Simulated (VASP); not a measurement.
# CdSe (Cm) in VASP: further runs

Runs on CdSe. Level: PBE. Tasks: single point.

Everything below comes from runs of VASP 6.6.1. Logs are shortened: lines on timing, memory, paths and dates and some standing lists are left out, and cuts for length are marked.

## Step 1: The cell of the first run

The structure is monoclinic, space group Cm (No. 8). The conventional cell has a = 7.445 Å, b = 4.298 Å, c = 7.015 Å, α = 90.00°, β = 90.00°, γ = 90.00°. Cd (site symmetry m) has 4 Se at 2.50 to 2.92 Å within 3.3 Å. Within 3.5 Å of Cd (site symmetry m) lie 4 Se at 2.63 Å. Within 3.5 Å of Se (site symmetry m) lie 4 Cd at 2.63 to 2.65 Å. Within 3.3 Å of Se (site symmetry m) lie 4 Cd at 2.50 to 2.92 Å.

## Step 2: Single point, PBE (atom 1 (Cd) moved by (+0.300, +0.000) A along y and z)

Input file INCAR:

```
ALGO = Normal
EDIFF = 1E-7
ENCUT = 520
GGA = PE
ISIF = 2
ISMEAR = 0
LASPH = T
LCHARG = T
LELF = T
LREAL = F
LVHAR = T
LWAVE = F
NBANDS = 26
NELM = 80
PREC = Accurate
SIGMA = 0.05
```

Input file KPOINTS:

```
k-points
0
Gamma
  6 6 4
```

Input file POSCAR:

```
CdSe
1.0
    4.2984999142      0.0000000000      0.0000000000
   -2.1492499571      3.7226101239      0.0000000000
    0.0000000000      0.0000000000      7.0152000000
Cd Se
2 2
Direct
    0.7069609750      0.4139219499      0.0000000000
    0.3333333333      0.6666666667      0.5000000000
    0.6666666667      0.3333333333      0.3750000000
    0.3333333333      0.6666666667      0.8750000000
```

Potentials or basis: VASP PAW PBE potentials, release 64 (Cd, Se).

Run with:

```
cat potpaw_PBE.64/Cd/POTCAR potpaw_PBE.64/Se/POTCAR > POTCAR
mpirun -np 1 vasp_std > vasp.out
```

OUTCAR:

```text
EDIFF = 1E-7
   ENCUT = 520
   GGA = PE
   ISIF = 2
   ISMEAR = 0
   LASPH = T
   LREAL = F
   NELM = 80
   PREC = Accurate

 ion  position               nearest neighbor table
   1  0.707  0.414  0.000-   4 2.50   4 2.50   3 2.65   4 2.92
   2  0.333  0.667  0.500-   4 2.63   3 2.63   3 2.63   3 2.63
   3  0.667  0.333  0.375-   2 2.63   2 2.63   2 2.63   1 2.65
   4  0.333  0.667  0.875-   1 2.50   1 2.50   2 2.63   1 2.92

  LATTYP: Found a hexagonal cell.
 ALAT       =     4.2984999142
 C/A-ratio  =     1.6320111993

  Lattice vectors:

 A1 = (   4.2984999142,   0.0000000000,   0.0000000000)
 A2 = (  -2.1492499571,   3.7226101239,   0.0000000000)
 A3 = (   0.0000000000,   0.0000000000,   7.0152000000)

Analysis of symmetry for initial positions (statically):
=====================================================================
 Subroutine PRICEL returns:
 Original cell was already a primitive cell.

 Routine SETGRP: Setting up the symmetry group for a
 hexagonal supercell.

 Subroutine GETGRP returns: Found  2 space group operations
 (whereof  2 operations were pure point group operations)
 out of a pool of 24 trial point group operations.

The static configuration has the point symmetry C_1h.

Analysis of symmetry for dynamics (positions and initial velocities):
=====================================================================
 Subroutine PRICEL returns:
 Original cell was already a primitive cell.

 Routine SETGRP: Setting up the symmetry group for a
 hexagonal supercell.

 Subroutine GETGRP returns: Found  2 space group operations
 (whereof  2 operations were pure point group operations)
 out of a pool of 24 trial point group operations.

The dynamic configuration has the point symmetry C_1h.

 Subroutine INISYM returns: Found  2 space group operations
 (whereof  2 operations are pure point group operations),
 and found     1 'primitive' translations

----------------------------------------------------------------------------------------

                                     Primitive cell

  volume of cell :     112.2547

  direct lattice vectors                    reciprocal lattice vectors
     4.298499914  0.000000000  0.000000000     0.232639297  0.134314361  0.000000000
    -2.149249957  3.722610124  0.000000000     0.000000000  0.268628722  0.000000000
     0.000000000  0.000000000  7.015200000     0.000000000  0.000000000  0.142547611

  length of vectors
     4.298499914  4.298499914  7.015200000     0.268628722  0.268628722  0.142547611

  position of ions in fractional coordinates (direct lattice)
     0.706960975  0.413921950  0.000000000
     0.333333333  0.666666667  0.500000000
     0.666666667  0.333333333  0.375000000
     0.333333333  0.666666667  0.875000000

  ion indices of the primitive-cell ions
   primitive index   ion index
                 1           1
                 2           2
                 3           3
                 4           4

----------------------------------------------------------------------------------------

 KPOINTS: k-points

Automatic generation of k-mesh.
 Grid dimensions read from file:
 generate k-points for:    6    6    4

 Generating k-lattice:

  Cartesian coordinates                     Fractional coordinates (reciprocal lattice)
     0.038773216  0.022385727  0.000000000     0.166666667  0.000000000  0.000000000
     0.000000000  0.044771454  0.000000000     0.000000000  0.166666667  0.000000000
     0.000000000  0.000000000  0.035636903     0.000000000  0.000000000  0.250000000

  Length of vectors
     0.044771454  0.044771454  0.035636903

  Shift w.r.t. Gamma in fractional coordinates (k-lattice)
     0.000000000  0.000000000  0.000000000

 Subroutine IBZKPT returns following result:
 ===========================================

 Found     47 irreducible k-points:

 Following reciprocal coordinates:
            Coordinates               Weight
  0.000000  0.000000  0.000000      1.000000
  0.166667  0.000000  0.000000      4.000000
  0.000000  0.166667  0.000000      2.000000
  0.333333  0.000000  0.000000      4.000000
  0.000000  0.333333  0.000000      2.000000
  0.500000  0.000000  0.000000      2.000000
[... 16 lines left out ...]
  0.500000  0.000000  0.250000      4.000000
  0.000000  0.500000  0.250000      2.000000
 [... further k-points ...]
   k-points           NKPTS =     47   k-points in BZ     NKDIM =     47   number of bands    NBANDS=     26
   number of dos      NEDOS =    301   number of ions     NIONS =      4
   total plane-waves  NPLWV =  55296
   dimension x,y,z NGX =    32 NGY =   32 NGZ =   54
   dimension x,y,z NGXF=    64 NGYF=   64 NGZF=  108
   ions per type =               2   2
   NGX,Y,Z   is equivalent  to a cutoff of  12.38, 12.38, 12.80 a.u.
   NGXF,Y,Z  is equivalent  to a cutoff of  24.75, 24.75, 25.59 a.u.
 SYSTEM =  unknown system
   PREC   = accura    normal or accurate (medium, high low for compatibility)
   ISTART =      0    job   : 0-new  1-cont  2-samecut
   ICHARG =      2    charge: 1-file 2-atom 10-const
   ISPIN  =      1    spin polarized calculation?
   LNONCOLLINEAR =      F non collinear calculations
   LSORBIT =      F    spin-orbit coupling
   LASPH  =      T    aspherical Exc in radial PAW
   ENCUT  =  520.0 eV  38.22 Ry    6.18 a.u.   7.99  7.99 13.04*2*pi/ulx,y,z
   NELM   =     80;   NELMIN=  2; NELMDL= -5     # of ELM steps
   EDIFF  = 0.1E-06   stopping-criterion for ELM
   LREAL  =      F    real-space projection
   EDIFFG = 0.1E-05   stopping-criterion for IOM
   NSW    =      0    number of steps for IOM
   IBRION =     -1    ionic relax: 0-MD 1-quasi-New 2-CG
   NFREE  =      0    steps in history (QN), initial steepest desc. (CG)
   ISIF   =      2    stress and relaxation
   ISYM   =      2    0-nonsym 1-usesym 2-fastsym
   POTIM  = 0.5000    time-step for ionic-motion
   TEBEG  =    0.0;   TEEND  =   0.0 temperature during run
   PSTRESS=    0.0 pullay stress
   NELECT =      36.0000    total number of electrons
   NUPDOWN=      -1.0000    fix difference up-down
   EMIN   =  10.00;   EMAX   =-10.00  energy-range for DOS
   EFERMI =   0.00;   METHOD = LEGACY
   ISMEAR =     0;   SIGMA  =   0.05  broadening in eV -4-tet -1-fermi 0-gaus
   EFERMI_NEDOS =   21; number of points for ismear=-14 and -15
   IALGO  =     38    algorithm
   IMIX   =      4    mixing-type and parameters
     AMIX     =   0.40;   BMIX     =  1.00
     AMIX_MAG =   1.60;   BMIX_MAG =  1.00
  volume/ion in A,a.u.               =      28.06       189.38
  Fermi-wavevector in a.u.,A,eV,Ry     =   1.120575  2.117579 17.084668  1.255688
  Thomas-Fermi vector in A             =   2.257222
   LORBIT       =      0    0 simple, 1 ext, 2 COOP (PROOUT), +10 PAW based schemes
   GGA     = PE    functional components
   LHFCALC =     F    Hartree Fock is set to
   AEXX    =    0.0000 exact exchange contribution
   IVDW    =     0    specifies the selected vdW correction
   LEPSILON=     F    determine dielectric tensor
   LRPA    =     F    only Hartree local field effects (RPA)
 non-spin polarized calculation
 Gauss-broadening in eV      SIGMA  =   0.05
  energy-cutoff  :      520.00
  volume of cell :      112.25
 maximum number of plane-waves:      3042
   NGX = 15   NGY = 15   NGZ = 27

 number of electron      35.9999998 magnetization

 Free energy of the ion-electron system (eV)
  ---------------------------------------------------
  ext. energy  EPLUGINS =         0.00000000
  ---------------------------------------------------
  free energy    TOTEN  =       -10.74427531 eV

  energy without entropy =      -10.74427531  energy(sigma->0) =      -10.74427531

 E-fermi :   1.2369     XC(G=0):  -8.8893

 val. band max:        0.9970424949   @ k =   0.0000   0.0000   0.0000
 cond. band min:       1.6744476053   @ k =   0.0000   0.0000   0.0000
 fundamental gap:      0.6774051105
 Fermi energy:         1.2369424434

 k-point     1 :       0.0000    0.0000    0.0000
  band No.  band energies     occupation
      1     -11.6963      2.00000
      2     -11.2998      2.00000
      3      -7.1341      2.00000
      4      -7.0458      2.00000
      5      -6.9235      2.00000
      6      -6.9148      2.00000
[... 18 lines left out ...]
     25       8.3331      0.00000
     26       8.6670      0.00000

 k-point     2 :       0.1667    0.0000    0.0000
  band No.  band energies     occupation
      1     -11.6089      2.00000
      2     -11.2594      2.00000
      3      -7.1006      2.00000
      4      -6.9970      2.00000
      5      -6.8920      2.00000
      6      -6.8783      2.00000
[... 18 lines left out ...]
     25       8.1838      0.00000
     26       8.6697      0.00000

 k-point     3 :       0.0000    0.1667    0.0000
  band No.  band energies     occupation
      1     -11.6203      2.00000
      2     -11.2630      2.00000
      3      -7.1160      2.00000
      4      -7.0258      2.00000
      5      -6.8863      2.00000
      6      -6.8787      2.00000
[... 18 lines left out ...]
     25       8.2922      0.00000
     26       8.9058      0.00000

 k-point     4 :       0.3333    0.0000    0.0000
  band No.  band energies     occupation
      1     -11.4182      2.00000
      2     -11.1898      2.00000
      3      -6.9901      2.00000
      4      -6.9098      2.00000
      5      -6.8500      2.00000
      6      -6.8106      2.00000
[... 18 lines left out ...]
     25       8.8530      0.00000
     26       9.2859      0.00000
[... 496 lines left out ...]
      1     -11.4263      2.00000
      2     -11.2230      2.00000
      3      -7.0759      2.00000
      4      -6.9762      2.00000
      5      -6.8297      2.00000
      6      -6.8197      2.00000
[... 18 lines left out ...]
     25       8.4895      0.00000
     26       9.6420      0.00000

 k-point    23 :       0.5000    0.0000    0.2500
  band No.  band energies     occupation
      1     -11.2891      2.00000
      2     -11.1800      2.00000
      3      -6.9268      2.00000
      4      -6.8835      2.00000
      5      -6.8397      2.00000
      6      -6.7928      2.00000
[... 18 lines left out ...]
     25       9.2177      0.00000
     26      10.3456      0.00000

 k-point    24 :       0.0000    0.5000    0.2500
  band No.  band energies     occupation
      1     -11.3539      2.00000
      2     -11.1787      2.00000
      3      -7.0607      2.00000
      4      -6.9885      2.00000
      5      -6.7969      2.00000
      6      -6.7932      2.00000
[... 18 lines left out ...]
     25       9.1116      0.00000
     26      10.3997      0.00000

 [... further k-points ...]

------------------------ aborting loop because EDIFF is reached ----------------------------------------

  FORCE on cell =-STRESS in cart. coord.  units (eV):
  Direction    XX          YY          ZZ          XY          YZ          ZX
  --------------------------------------------------------------------------------------
  -------------------------------------------------------------------------------------
  Total        4.5298358      1.5187737      2.4950518      0.0000000     -0.8027397      0.0000000
  in kB       64.6529746     21.6769976     35.6111191      0.0000000    -11.4572612      0.0000000
  external PRESSURE =      40.6470304 kB  Pullay stress =       0.0000000 kB

 VOLUME and BASIS-vectors are now :
 -----------------------------------------------------------------------------
  energy-cutoff  :      520.00
  volume of cell :      112.25
      direct lattice vectors                 reciprocal lattice vectors
     4.298499914  0.000000000  0.000000000     0.232639297  0.134314361  0.000000000
    -2.149249957  3.722610124  0.000000000     0.000000000  0.268628722  0.000000000
     0.000000000  0.000000000  7.015200000     0.000000000  0.000000000  0.142547611

 POSITION                                       TOTAL-FORCE (eV/Angst)
 -----------------------------------------------------------------------------------
      2.14925      1.54087      0.00000         0.000000     -1.013014      0.360549
     -0.00000      2.48174      3.50760         0.000000     -0.049031     -0.017983
      2.14925      1.24087      2.63070         0.000000      0.031568     -0.059064
     -0.00000      2.48174      6.13830        -0.000000      1.030478     -0.283502
 -----------------------------------------------------------------------------------
    total drift:                               -0.000000     -0.000189      0.000037

  FREE ENERGIE OF THE ION-ELECTRON SYSTEM (eV)
  ---------------------------------------------------
  free  energy   TOTEN  =       -10.7442753115 eV

  energy  without entropy=      -10.7442753115  energy(sigma->0) =      -10.74427531
```

Run time: 1.8 min. Hardware: 1 thread of Intel Xeon Platinum 8259CL at 2.50GHz (Skylake/Cascade Lake), shared host; peak memory 0.29 GiB.

What came out:

- Free energy: -10.7443 eV
- Pressure: 4.1 GPa
- Largest force: 1.075 eV/Å
- Band gap on the k mesh: 0.68 eV, direct

Forces on the atoms (eV/Å):
```
Cd   0.000 -1.013  0.361
Cd   0.000 -0.049 -0.018
Se   0.000  0.032 -0.059
Se   0.000  1.030 -0.284
```

Stress tensor (GPa, compression positive):
```
 6.47  0.00  0.00
 0.00  2.17 -1.15
 0.00 -1.15  3.56
```

Levels at points of the mesh, in eV from the valence-band top:
```csv
k point,band 16,band 17,band 18,band 19,band 20,band 21
"(0.00, 0.00, 0.00)",-0.09,-0.08,0.00,0.68,2.22,5.68
"(0.50, 0.00, 0.00)",-1.83,-1.49,-0.73,3.21,3.41,4.65
"(0.00, 0.50, 0.00)",-1.95,-1.19,-0.79,2.89,3.25,4.72
"(0.00, 0.00, 0.50)",-0.47,-0.41,-0.18,2.35,2.43,5.61
"(0.50, 0.00, 0.50)",-1.45,-1.34,-1.14,2.80,3.07,4.76
"(0.00, 0.50, 0.50)",-1.43,-1.36,-1.29,2.58,3.04,4.53
```

Caveat: the cell differs from its parent crystal (atom 1 (Cd) moved by (+0.300, +0.000) A along y and z); forces of over 1 eV/Å act on the atoms, so gaps and moduli don't describe the material at rest.

## Step 3: Single point, PBE (atom 1 (Cd) moved by (+0.300, +0.300) A along y and z)

Input file INCAR:

```
SYSTEM = CdSe
ALGO = Normal
EDIFF = 1E-6
ENCUT = 520
GGA = PE
ISIF = 2
ISMEAR = 0
LASPH = .True.
LCHARG = .True.
LELF = .True.
LREAL = .False.
LVHAR = .True.
LWAVE = .False.
NBANDS = 26
NELM = 100
PREC = Accurate
SIGMA = 0.05
```

Input file KPOINTS:

```
k-points
0
Gamma
  6 6 4
  0 0 0
```

Changes to POSCAR since step 2:

```diff
@@ -8,3 +8,3 @@
 Direct
-    0.7069609750      0.4139219499      0.0000000000
+    0.7069609750      0.4139219499      0.0427642833
     0.3333333333      0.6666666667      0.5000000000
```

Potentials or basis: VASP PAW PBE potentials, release 64 (Cd, Se).

Run with:

```
cat potpaw_PBE.64/Cd/POTCAR potpaw_PBE.64/Se/POTCAR > POTCAR
mpirun -np 1 vasp_std > vasp.out
```

Wall time 97 s (1 thread of Intel Xeon Platinum 8259CL at 2.50GHz (Skylake/Cascade Lake), shared host); peak memory 0.3 GiB.

It converged, with:

- Free energy: -10.4425 eV
- Pressure: 5.0 GPa
- Largest force: 2.906 eV/Å
- Band gap on the k mesh: 0.40 eV, direct

Forces in eV/Å, atoms in the order of the input:
```
Cd   0.000 -0.236 -2.896
Cd   0.000 -0.067  0.424
Se   0.000 -0.255  2.257
Se   0.000  0.558  0.215
```

Stress tensor (GPa, compression positive):
```
 3.13  0.00  0.00
 0.00  1.75 -1.65
 0.00 -1.65 10.02
```

Levels at points of the mesh, in eV from the valence-band top:
| k point | band 14 | band 15 | band 16 | band 17 | band 18 | band 19 | band 20 | band 21 | band 22 | band 23 |
| --- | --- | --- | --- | --- | --- | --- | --- | --- | --- | --- |
| (0.00, 0.00, 0.00) | -1.34 | -1.12 | -0.42 | -0.14 | 0.00 | 0.40 | 2.28 | 5.45 | 5.66 | 6.11 |
| (0.50, 0.00, 0.00) | -3.75 | -2.99 | -2.19 | -1.85 | -0.59 | 2.75 | 3.55 | 4.33 | 5.76 | 6.00 |
| (0.00, 0.50, 0.00) | -3.68 | -2.72 | -2.29 | -1.56 | -0.67 | 2.80 | 3.05 | 4.29 | 5.82 | 5.92 |
| (0.00, 0.00, 0.50) | -2.81 | -1.08 | -1.04 | -0.46 | -0.09 | 1.86 | 2.70 | 5.40 | 5.71 | 5.74 |
| (0.50, 0.00, 0.50) | -4.20 | -1.99 | -1.94 | -1.51 | -0.90 | 2.37 | 2.86 | 4.43 | 5.11 | 7.23 |
| (0.00, 0.50, 0.50) | -3.82 | -1.98 | -1.71 | -1.45 | -1.11 | 2.30 | 2.66 | 4.51 | 4.87 | 7.22 |

Caveat: the cell differs from its parent crystal (atom 1 (Cd) moved by (+0.300, +0.300) A along y and z); forces of over 1 eV/Å act on the atoms, so gaps and moduli don't describe the material at rest.

## Step 4: Single point, PBE (atom 1 (Cd) moved by (-0.300, -0.150) A along y and z)

Input file INCAR:

```
SYSTEM = CdSe
  PREC = Accurate
  ENCUT = 520
  EDIFF = 1E-6
  ISMEAR = 0
  SIGMA = 0.05
  LREAL = .False.
  LASPH = .True.
  NELM = 80
  ALGO = Normal
  ISIF = 2
  LWAVE = .False.
  LCHARG = .False.
  GGA = PE
  NBANDS = 26
```

Input file KPOINTS:

```
Automatic mesh
0
Gamma
  6 6 4
  0 0 0
```

Changes to POSCAR since step 3:

```diff
@@ -8,3 +8,3 @@
 Direct
-    0.7069609750      0.4139219499      0.0427642833
+    0.6263723584      0.2527447167     -0.0213821416
     0.3333333333      0.6666666667      0.5000000000
```

Run with:

```
cat potpaw_PBE.64/Cd/POTCAR potpaw_PBE.64/Se/POTCAR > POTCAR
mpirun -np 1 vasp_std > vasp.out
```

Wall time 81 s (1 thread of Intel Xeon Platinum 8375C at 2.90GHz (Ice Lake), shared host); peak memory 0.29 GiB.

The run converged. Its results:

- Free energy: -10.4450 eV
- Pressure: 5.2 GPa
- Largest force: 3.529 eV/Å
- Band gap on the k mesh: 0.65 eV, direct

Forces on the atoms (eV/Å):
```
Cd   0.000  3.251  1.372
Cd   0.000  0.023 -0.216
Se   0.000 -0.036 -0.448
Se   0.000 -3.238 -0.708
```

Stress tensor (GPa, compression positive):
```
 1.71  0.00  0.00
 0.00 11.14  3.15
 0.00  3.15  2.65
```

Levels at points of the mesh, in eV from the valence-band top:
```csv
k point,band 14,band 15,band 16,band 17,band 18,band 19,band 20,band 21,band 22,band 23
"(0.00, 0.00, 0.00)",-1.11,-0.61,-0.12,-0.03,0.00,0.65,2.06,5.47,6.04,6.12
"(0.50, 0.00, 0.00)",-3.71,-2.74,-1.93,-1.22,-0.81,2.82,3.30,4.69,6.08,6.60
"(0.00, 0.50, 0.00)",-3.81,-2.46,-1.98,-1.51,-0.88,3.29,3.45,4.66,5.98,6.57
"(0.00, 0.00, 0.50)",-2.47,-0.93,-0.42,-0.28,-0.21,2.13,2.44,5.55,5.68,5.78
"(0.50, 0.00, 0.50)",-4.15,-1.73,-1.44,-1.23,-1.18,2.67,3.03,4.36,4.91,7.54
"(0.00, 0.50, 0.50)",-4.17,-1.69,-1.51,-1.23,-1.22,2.75,3.19,4.69,4.85,7.70
```

Caveat: the cell differs from its parent crystal (atom 1 (Cd) moved by (-0.300, -0.150) A along y and z); forces of over 1 eV/Å act on the atoms, so gaps and moduli don't describe the material at rest.

(Continued in part 2 of 2.)
